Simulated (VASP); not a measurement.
# GaN (wurtzite type) (P6_3mc) in VASP: notebook

The runs below take GaN (wurtzite type) through single point, with PBE.

All numbers are computed with VASP 6.6.1; they aren't measurements. Logs are shortened: lines on timing, memory, paths and dates and some standing lists are left out, and cuts for length are marked.

### 1 The cell of the first run

Symmetry: P6_3mc, No. 186, hexagonal system. The conventional cell has a = 2.742 Å, b = 2.742 Å, c = 4.621 Å, α = 90.00°, β = 90.00°, γ = 120.00°. Ga (site symmetry 3m) has 4 N at 1.69 to 1.70 Å within 2.2 Å. Within 2.2 Å of N (site symmetry 3m) lie 4 Ga at 1.69 to 1.70 Å.

### 2 Single point, PBE

Input file INCAR:

```
PREC = Accurate
ENCUT = 520
EDIFF = 1E-7
ISMEAR = -1
SIGMA = 0.1
LREAL = F
LASPH = T
NELM = 80
ALGO = Normal
ISIF = 2
LWAVE = F
LCHARG = F
GGA = PE
NBANDS = 26
```

Input file KPOINTS:

```
Automatic mesh
0
Gamma
  13 13 7
```

Input file POSCAR:

```
GaN
1.0
    2.7422887862      0.0000000000      0.0000000000
   -1.3711443931      2.3748917534      0.0000000000
    0.0000000000      0.0000000000      4.6210881427
Ga N
2 2
Direct
    0.3333333333      0.6666666667      0.0052088528
    0.6666666667      0.3333333333      0.5052088528
    0.3333333333      0.6666666667      0.3707911472
    0.6666666667      0.3333333333      0.8707911472
```

Potentials or basis: VASP PAW PBE potentials, release 64 (Ga_d, N).

Run with:

```console
cat potpaw_PBE.64/Ga_d/POTCAR potpaw_PBE.64/N/POTCAR > POTCAR
mpirun -np 1 vasp_std > vasp.out
```

OUTCAR:

```text
PREC = Accurate
   ENCUT = 520
   EDIFF = 1E-7
   ISMEAR = -1
   LREAL = F
   LASPH = T
   NELM = 80
   ISIF = 2
   GGA = PE

 ion  position               nearest neighbor table
   1  0.333  0.667  0.005-   3 1.69   4 1.70   4 1.70   4 1.70   2 2.80   2 2.80   2 2.80   2 2.80
                             2 2.80   2 2.80
   2  0.667  0.333  0.505-   4 1.69   3 1.70   3 1.70   3 1.70   1 2.80   1 2.80   1 2.80   1 2.80
                             1 2.80   1 2.80
   3  0.333  0.667  0.371-   1 1.69   2 1.70   2 1.70   2 1.70
   4  0.667  0.333  0.871-   2 1.69   1 1.70   1 1.70   1 1.70

  LATTYP: Found a hexagonal cell.
 ALAT       =     2.7422887862
 C/A-ratio  =     1.6851208983

  Lattice vectors:

 A1 = (   2.7422887862,   0.0000000000,   0.0000000000)
 A2 = (  -1.3711443931,   2.3748917534,   0.0000000000)
 A3 = (   0.0000000000,   0.0000000000,   4.6210881427)

Analysis of symmetry for initial positions (statically):
=====================================================================
 Subroutine PRICEL returns:
 Original cell was already a primitive cell.

 Routine SETGRP: Setting up the symmetry group for a
 hexagonal supercell.

 Subroutine GETGRP returns: Found 12 space group operations
 (whereof  6 operations were pure point group operations)
 out of a pool of 24 trial point group operations.

The static configuration has the point symmetry C_3v.
 The point group associated with its full space group is C_6v.

Analysis of symmetry for dynamics (positions and initial velocities):
=====================================================================
 Subroutine PRICEL returns:
 Original cell was already a primitive cell.

 Routine SETGRP: Setting up the symmetry group for a
 hexagonal supercell.

 Subroutine GETGRP returns: Found 12 space group operations
 (whereof  6 operations were pure point group operations)
 out of a pool of 24 trial point group operations.

The dynamic configuration has the point symmetry C_3v.
 The point group associated with its full space group is C_6v.

 Subroutine INISYM returns: Found 12 space group operations
 (whereof  6 operations are pure point group operations),
 and found     1 'primitive' translations

----------------------------------------------------------------------------------------

                                     Primitive cell

  volume of cell :      30.0955

  direct lattice vectors                    reciprocal lattice vectors
     2.742288786  0.000000000  0.000000000     0.364658896  0.210535911  0.000000000
    -1.371144393  2.374891753  0.000000000     0.000000000  0.421071823  0.000000000
     0.000000000  0.000000000  4.621088143     0.000000000  0.000000000  0.216399248

  length of vectors
     2.742288786  2.742288786  4.621088143     0.421071823  0.421071823  0.216399248

  position of ions in fractional coordinates (direct lattice)
     0.333333333  0.666666667  0.005208853
     0.666666667  0.333333333  0.505208853
     0.333333333  0.666666667  0.370791147
     0.666666667  0.333333333  0.870791147

  ion indices of the primitive-cell ions
   primitive index   ion index
                 1           1
                 2           2
                 3           3
                 4           4

----------------------------------------------------------------------------------------

 KPOINTS: Automatic mesh

Automatic generation of k-mesh.
 Grid dimensions read from file:
 generate k-points for:   13   13    7

 Generating k-lattice:

  Cartesian coordinates                     Fractional coordinates (reciprocal lattice)
     0.028050684  0.016195070  0.000000000     0.076923077  0.000000000  0.000000000
     0.000000000  0.032390140  0.000000000     0.000000000  0.076923077  0.000000000
     0.000000000  0.000000000  0.030914178     0.000000000  0.000000000  0.142857143

  Length of vectors
     0.032390140  0.032390140  0.030914178

  Shift w.r.t. Gamma in fractional coordinates (k-lattice)
     0.000000000  0.000000000  0.000000000

 Subroutine IBZKPT returns following result:
 ===========================================

 Found     84 irreducible k-points:

 Following reciprocal coordinates:
            Coordinates               Weight
  0.000000  0.000000  0.000000      1.000000
  0.076923  0.000000  0.000000      6.000000
  0.153846  0.000000  0.000000      6.000000
  0.230769  0.000000  0.000000      6.000000
  0.307692  0.000000  0.000000      6.000000
  0.384615 -0.000000  0.000000      6.000000
[... 16 lines left out ...]
  0.076923  0.000000  0.142857     12.000000
  0.153846  0.000000  0.142857     12.000000
 [... further k-points ...]
   k-points           NKPTS =     84   k-points in BZ     NKDIM =     84   number of bands    NBANDS=     26
   number of dos      NEDOS =    301   number of ions     NIONS =      4
   total plane-waves  NPLWV =  14400
   dimension x,y,z NGX =    20 NGY =   20 NGZ =   36
   dimension x,y,z NGXF=    40 NGYF=   40 NGZF=   72
   ions per type =               2   2
   NGX,Y,Z   is equivalent  to a cutoff of  12.12, 12.12, 12.95 a.u.
   NGXF,Y,Z  is equivalent  to a cutoff of  24.25, 24.25, 25.90 a.u.
 SYSTEM =  unknown system
   PREC   = accura    normal or accurate (medium, high low for compatibility)
   ISTART =      0    job   : 0-new  1-cont  2-samecut
   ICHARG =      2    charge: 1-file 2-atom 10-const
   ISPIN  =      1    spin polarized calculation?
   LNONCOLLINEAR =      F non collinear calculations
   LSORBIT =      F    spin-orbit coupling
   LASPH  =      T    aspherical Exc in radial PAW
   ENCUT  =  520.0 eV  38.22 Ry    6.18 a.u.   5.10  5.10  8.59*2*pi/ulx,y,z
   NELM   =     80;   NELMIN=  2; NELMDL= -5     # of ELM steps
   EDIFF  = 0.1E-06   stopping-criterion for ELM
   LREAL  =      F    real-space projection
   EDIFFG = 0.1E-05   stopping-criterion for IOM
   NSW    =      0    number of steps for IOM
   IBRION =     -1    ionic relax: 0-MD 1-quasi-New 2-CG
   NFREE  =      0    steps in history (QN), initial steepest desc. (CG)
   ISIF   =      2    stress and relaxation
   ISYM   =      2    0-nonsym 1-usesym 2-fastsym
   POTIM  = 0.5000    time-step for ionic-motion
   TEBEG  =    0.0;   TEEND  =   0.0 temperature during run
   PSTRESS=    0.0 pullay stress
   NELECT =      36.0000    total number of electrons
   NUPDOWN=      -1.0000    fix difference up-down
   EMIN   =  10.00;   EMAX   =-10.00  energy-range for DOS
   EFERMI =   0.00;   METHOD = LEGACY
   ISMEAR =    -1;   SIGMA  =   0.10  broadening in eV -4-tet -1-fermi 0-gaus
   EFERMI_NEDOS =   21; number of points for ismear=-14 and -15
   IALGO  =     38    algorithm
   IMIX   =      4    mixing-type and parameters
     AMIX     =   0.40;   BMIX     =  1.00
     AMIX_MAG =   1.60;   BMIX_MAG =  1.00
  volume/ion in A,a.u.               =       7.52        50.77
  Fermi-wavevector in a.u.,A,eV,Ry     =   1.737835  3.284032 41.090561  3.020071
  Thomas-Fermi vector in A             =   2.810983
   LORBIT       =      0    0 simple, 1 ext, 2 COOP (PROOUT), +10 PAW based schemes
   GGA     = PE    functional components
   LHFCALC =     F    Hartree Fock is set to
   AEXX    =    0.0000 exact exchange contribution
   IVDW    =     0    specifies the selected vdW correction
   LEPSILON=     F    determine dielectric tensor
   LRPA    =     F    only Hartree local field effects (RPA)
 non-spin polarized calculation
  energy-cutoff  :      520.00
  volume of cell :       30.10
 maximum number of plane-waves:       829
   NGX = 11   NGY = 11   NGZ = 17

 number of electron      35.9999985 magnetization

 Free energy of the ion-electron system (eV)
  ---------------------------------------------------
  ext. energy  EPLUGINS =         0.00000000
  ---------------------------------------------------
  free energy    TOTEN  =       -17.20621527 eV

  energy without entropy =      -17.20621527  energy(sigma->0) =      -17.20621527

 E-fermi :  13.1255     XC(G=0): -14.1102

 val. band max:       11.2270064840   @ k =   0.0000   0.0000   0.0000
 cond. band min:      15.4205323202   @ k =   0.3077   0.3077   0.0000
 fundamental gap:      4.1935258362
 Fermi energy:        13.1254691549

 k-point     1 :       0.0000    0.0000    0.0000
  band No.  band energies     occupation
      1      -9.4918      2.00000
      2      -7.2362      2.00000
      3      -3.7509      2.00000
      4      -3.5951      2.00000
      5      -3.5951      2.00000
      6      -3.3965      2.00000
[... 18 lines left out ...]
     25      26.3473      0.00000
     26      26.3473      0.00000

 k-point     2 :       0.0769    0.0000    0.0000
  band No.  band energies     occupation
      1      -9.3821      2.00000
      2      -7.1899      2.00000
      3      -3.7248      2.00000
      4      -3.6026      2.00000
      5      -3.5708      2.00000
      6      -3.3888      2.00000
[... 18 lines left out ...]
     25      25.8265      0.00000
     26      26.5522      0.00000

 k-point     3 :       0.1538    0.0000    0.0000
  band No.  band energies     occupation
      1      -9.0661      2.00000
      2      -7.0670      2.00000
      3      -3.6598      2.00000
      4      -3.6128      2.00000
      5      -3.5099      2.00000
      6      -3.3529      2.00000
[... 18 lines left out ...]
     25      25.4997      0.00000
     26      26.0680      0.00000

 k-point     4 :       0.2308    0.0000    0.0000
  band No.  band energies     occupation
      1      -8.5884      2.00000
      2      -6.9100      2.00000
      3      -3.6328      2.00000
      4      -3.5630      2.00000
      5      -3.4454      2.00000
      6      -3.2502      2.00000
[... 18 lines left out ...]
     25      24.9210      0.00000
     26      26.8279      0.00000
[... 496 lines left out ...]
      1      -9.3894      2.00000
      2      -7.3415      2.00000
      3      -3.7511      2.00000
      4      -3.5905      2.00000
      5      -3.5905      2.00000
      6      -3.4115      2.00000
[... 18 lines left out ...]
     25      26.0134      0.00000
     26      26.0134      0.00000

 k-point    23 :       0.0769    0.0000    0.1429
  band No.  band energies     occupation
      1      -9.2809      2.00000
      2      -7.2897      2.00000
      3      -3.7278      2.00000
      4      -3.5961      2.00000
      5      -3.5655      2.00000
      6      -3.4046      2.00000
[... 18 lines left out ...]
     25      25.6337      0.00000
     26      26.2084      0.00000

 k-point    24 :       0.1538    0.0000    0.1429
  band No.  band energies     occupation
      1      -8.9693      2.00000
      2      -7.1515      2.00000
      3      -3.6741      2.00000
      4      -3.5993      2.00000
      5      -3.5019      2.00000
      6      -3.3695      2.00000
[... 18 lines left out ...]
     25      25.1211      0.00000
     26      26.5947      0.00000

 [... further k-points ...]

------------------------ aborting loop because EDIFF is reached ----------------------------------------

  FORCE on cell =-STRESS in cart. coord.  units (eV):
  Direction    XX          YY          ZZ          XY          YZ          ZX
  --------------------------------------------------------------------------------------
  -------------------------------------------------------------------------------------
  Total       37.1417201     37.1417201     37.0786873      0.0000000     -0.0000000     -0.0000000
  in kB     1977.2943950   1977.2943951   1973.9387524      0.0000000     -0.0000000     -0.0000000
  external PRESSURE =    1976.1758475 kB  Pullay stress =       0.0000000 kB

 VOLUME and BASIS-vectors are now :
 -----------------------------------------------------------------------------
  energy-cutoff  :      520.00
  volume of cell :       30.10
      direct lattice vectors                 reciprocal lattice vectors
     2.742288786  0.000000000  0.000000000     0.364658896  0.210535911  0.000000000
    -1.371144393  2.374891753  0.000000000     0.000000000  0.421071823  0.000000000
     0.000000000  0.000000000  4.621088143     0.000000000  0.000000000  0.216399248

 POSITION                                       TOTAL-FORCE (eV/Angst)
 -----------------------------------------------------------------------------------
     -0.00000      1.58326      0.02407        -0.000000      0.000000     -0.001907
      1.37114      0.79163      2.33461        -0.000000      0.000000     -0.001907
     -0.00000      1.58326      1.71346        -0.000000      0.000000      0.001907
      1.37114      0.79163      4.02400         0.000000     -0.000000      0.001907
 -----------------------------------------------------------------------------------
    total drift:                               -0.000002     -0.000002     -0.001171

  FREE ENERGIE OF THE ION-ELECTRON SYSTEM (eV)
  ---------------------------------------------------
  free  energy   TOTEN  =       -17.2062152694 eV

  energy  without entropy=      -17.2062152691  energy(sigma->0) =      -17.20621527
```

It took 32 s on 1 thread of Intel Xeon 6975P-C (Granite Rapids), shared host; peak memory 0.17 GiB.

What came out:

```
Free energy            : -17.2062 eV
Pressure               : 197.6 GPa
Band gap on the k mesh : 4.19 eV, indirect (least direct gap 4.36 eV)
```

Stress tensor (GPa, compression positive):
```
197.73   0.00   0.00
  0.00 197.73   0.00
  0.00   0.00 197.39
```

Levels at points of the mesh, in eV from the valence-band top:
```csv
k point,band 16,band 17,band 18,band 19,band 20,band 21
"(0.00, 0.00, 0.00)",-0.44,0.00,0.00,4.36,7.48,11.01
```

A k mesh can miss the band edges. As with any semilocal functional, this PBE gap is likely too small.

### 3 Single point, PBE

Input file INCAR:

```
SYSTEM = GaN
  PREC = Accurate
  ENCUT = 520
  EDIFF = 1E-7
  ISMEAR = -1
  SIGMA = 0.1
  LREAL = .FALSE.
  LASPH = .TRUE.
  NELM = 80
  ALGO = Normal
  ISIF = 2
  LWAVE = .FALSE.
  LCHARG = .TRUE.
  GGA = PE
  LELF = .TRUE.
  LVHAR = .TRUE.
  NBANDS = 26
```

Input file KPOINTS:

```
regular mesh
0
G
  13 13 7
  0 0 0
```

POSCAR is that of step 2.

Potentials or basis: VASP PAW PBE potentials, release 64 (Ga_d, N).

Run with:

```console
cat potpaw_PBE.64/Ga_d/POTCAR potpaw_PBE.64/N/POTCAR > POTCAR
mpirun -np 1 vasp_std > vasp.out
```

It took 32 s on 1 thread of Intel Xeon 6975P-C (Granite Rapids), shared host; peak memory 0.18 GiB.

Results (log left out):

```yaml
Free_energy: -17.2062 eV
Pressure: 197.6 GPa
Band_gap_on_the_k_mesh: 4.19 eV, indirect (least direct gap 4.36 eV)
```

Stress tensor (GPa, compression positive):
```
197.73   0.00   0.00
  0.00 197.73   0.00
  0.00   0.00 197.39
```

Levels at points of the mesh, in eV from the valence-band top:
| k point | band 16 | band 17 | band 18 | band 19 | band 20 | band 21 |
| --- | --- | --- | --- | --- | --- | --- |
| (0.00, 0.00, 0.00) | -0.44 | 0.00 | 0.00 | 4.36 | 7.48 | 11.01 |

### 4 Single point, PBE

Input file INCAR:

```
PREC = Accurate ; ENCUT = 520
EDIFF = 1E-6 ; ISMEAR = -1
SIGMA = 0.005 ; LREAL = False
LASPH = True ; NELM = 60
ALGO = Normal ; ISIF = 2
LWAVE = False ; LCHARG = False
GGA = PE ; NBANDS = 26
```

Input file KPOINTS:

```
regular mesh
0
Gamma
  13 13 7
```

Input file POSCAR:

```
GaN
1.0
    2.7422950092      0.0000000000      0.0000000000
   -1.3711475046      2.3748971427      0.0000000000
    0.0000000000      0.0000000000      4.6210671697
Ga N
2 2
Direct
    0.3333333333      0.6666666667      0.0052081196
    0.6666666667      0.3333333333      0.5052081196
    0.3333333333      0.6666666667      0.3707918804
    0.6666666667      0.3333333333      0.8707918804
```

Run with:

```console
cat potpaw_PBE.64/Ga_d/POTCAR potpaw_PBE.64/N/POTCAR > POTCAR
mpirun -np 1 vasp_std > vasp.out
```

Wall time 28 s (1 thread of Intel Xeon 6975P-C (Granite Rapids), shared host); peak memory 0.18 GiB.

Results (log left out):

```
Free energy            : -17.2062 eV
Pressure               : 197.6 GPa
Band gap on the k mesh : 4.19 eV, indirect (least direct gap 4.36 eV)
```

Forces on the atoms (eV/Å):
```
Ga   0.000  0.000 -0.002
Ga   0.000  0.000 -0.002
N    0.000  0.000  0.002
N    0.000  0.000  0.002
```

Stress tensor (GPa, compression positive):
```
197.72   0.00   0.00
  0.00 197.72   0.00
  0.00   0.00 197.38
```

Levels at points of the mesh, in eV from the valence-band top:
```tsv
k point	band 15	band 16	band 17	band 18	band 19	band 20	band 21	band 22
(0.00, 0.00, 0.00)	-1.62	-0.44	0.00	0.00	4.36	7.48	11.01	12.53
```

A k mesh can miss the band edges. PBE gaps usually lie below the measured ones, often by a third to a half.

### 5 Single point, PBE (volume scaled by 0.72)

Input file INCAR:

```
  ALGO = Normal
  EDIFF = 1E-6
  ENCUT = 520
  GGA = PE
  ISIF = 2
  ISMEAR = -1
  LASPH = True
  LCHARG = False
  LREAL = False
  LWAVE = False
  NBANDS = 26
  NELM = 100
  PREC = Accurate
  SIGMA = 0.1
```

Input file KPOINTS:

```
k-points
0
Gamma
  13 13 7
```

Input file POSCAR:

```
GaN
1.0
    2.8772638300      0.0000000000      0.0000000000
   -1.4386319150      2.4917835702      0.0000000000
    0.0000000000      0.0000000000      4.7224109561
Ga N
2 2
Direct
    0.3333333333      0.6666666667      0.0011227692
    0.6666666667      0.3333333333      0.5011227692
    0.3333333333      0.6666666667      0.3748772308
    0.6666666667      0.3333333333      0.8748772308
```

Run with:

```console
cat potpaw_PBE.64/Ga_d/POTCAR potpaw_PBE.64/N/POTCAR > POTCAR
mpirun -np 1 vasp_std > vasp.out
```

Wall time 29 s (1 thread of Intel Xeon 6975P-C (Granite Rapids), shared host); peak memory 0.19 GiB.

Results (log left out):

```yaml
Free_energy: -20.7946 eV
Pressure: 114.2 GPa
Band_gap_on_the_k_mesh: 3.84 eV, direct
```

Stress tensor (GPa, compression positive):
```
114.19   0.00   0.00
  0.00 114.19   0.00
  0.00   0.00 114.30
```

Levels at points of the mesh, in eV from the valence-band top:
```
           k point  band 15  band 16  band 17  band 18  band 19  band 20  band 21  band 22
(0.00, 0.00, 0.00)    -1.46    -0.16     0.00     0.00     3.84     6.37    10.77    11.73
```

### 6 The runs side by side

```tsv
cell	smearing	gap on the mesh (eV)	pressure (GPa)
a = 2.742, b = 2.742, c = 4.621 Å, angles 90.0, 90.0, 120.0°, 4 atoms	fermi-dirac 0.1 eV	4.19	197.6
a = 2.742, b = 2.742, c = 4.621 Å, angles 90.0, 90.0, 120.0°, 4 atoms	fermi-dirac 0.005 eV	4.19	197.6
a = 2.877, b = 2.877, c = 4.722 Å, angles 90.0, 90.0, 120.0°, 4 atoms	fermi-dirac 0.1 eV	3.84	114.2
```

Alike in all rows: task single point; level PBE; potentials or basis VASP PAW PBE potentials, release 64 (Ga_d, N); no spin polarisation; k mesh 13 × 13 × 7; cutoff (eV) 520.

Absolute energies hang on the potentials; compare differences alone.
